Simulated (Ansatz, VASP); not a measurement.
## One calculation of AlGaN2, two programs

The input INCAR:

```
SYSTEM = AlGaN2
PREC = Accurate ; ENCUT = 520
EDIFF = 1E-7 ; ISMEAR = 0
SIGMA = 0.02 ; LREAL = .False.
LASPH = .True. ; NELM = 60
ALGO = Normal ; ISIF = 2
LWAVE = .False. ; LCHARG = .True.
LELF = .True. ; LVHAR = .True.
NBANDS = 21
```

KPOINTS

```
Automatic mesh
0
Gamma
  8 8 6
  0 0 0
```

File POSCAR:

```
AlGaN2
1.0
    3.1152864669      0.0000000000      0.0000000000
    0.0000000000      3.1152864669      0.0000000000
    0.0000000000      0.0000000000      4.2089569927
Al Ga N
1 1 2
Direct
    0.5000000000      0.5000000000      0.5000000000
    0.0000000000      0.0000000000      0.0000000000
    0.5000000000      0.0000000000      0.7392191729
    0.0000000000      0.5000000000      0.2607808271
```

Input for Ansatz:

```yaml
crystal:
  lattice:
    - [3.1152864669, 0.0, 0.0]
    - [0.0, 3.1152864669, 0.0]
    - [0.0, 0.0, 4.2089569927]
  atoms:
    - { symbol: Al, position: [0.5, 0.5, 0.5] }
    - { symbol: Ga, position: [0.0, 0.0, 0.0] }
    - { symbol: "N", position: [0.5, 0.0, 0.7392191729] }
    - { symbol: "N", position: [0.0, 0.5, 0.2607808271] }
basis:
  ecutwfc: 420
kpoints:
  mp_grid: { grid: [8, 8, 6] }
  band_path: { path: [VBM, CBM], npoints: 2 }
hamiltonian:
  xc: lda
scf:
  occupations: { method: gaussian, width: 0.02 }
output:
  forces: true
  stress: true
  eigenvalues: true
checkpoint:
  read: start.run
  write: ck
  compress: false
  write_wavefunctions: false
  write_every: 100000
```

Alike in both runs: task single point; functional LDA; k mesh 8 × 8 × 6; occupations gaussian, width 0.02 eV; no spin polarisation.

```csv
,VASP,Ansatz
version,VASP 6.6.1,Ansatz 0.2.0
potentials or method,"VASP PAW LDA potentials, release 64 (Al, Ga_d, N), cutoff 520 eV","scalar-relativistic, plane waves, PAW"
valence electrons in the cell,26,26
```

|  | VASP | Ansatz | Ansatz less VASP |
| --- | --- | --- | --- |
| gap on the k mesh at the Fermi level (eV) | 3.40 | 3.40 | +0.001 |
| least direct gap on the mesh (eV) | 3.42 | 3.40 | -0.011 |
| pressure (GPa) | 10.0 | 8.9 | -1.05 |
| traceless stress, the component that is largest in VASP (GPa) | 2.89 | 2.92 | +0.030 |
| rms of the force components (eV/Å) | 0.012 | 0.000 | -0.0117 |

LDA's correlation is that of Perdew and Zunger in VASP and of Perdew and Wang (1992) in Ansatz. Atom by atom the forces differ by 0.012 eV/Å (rms over components).
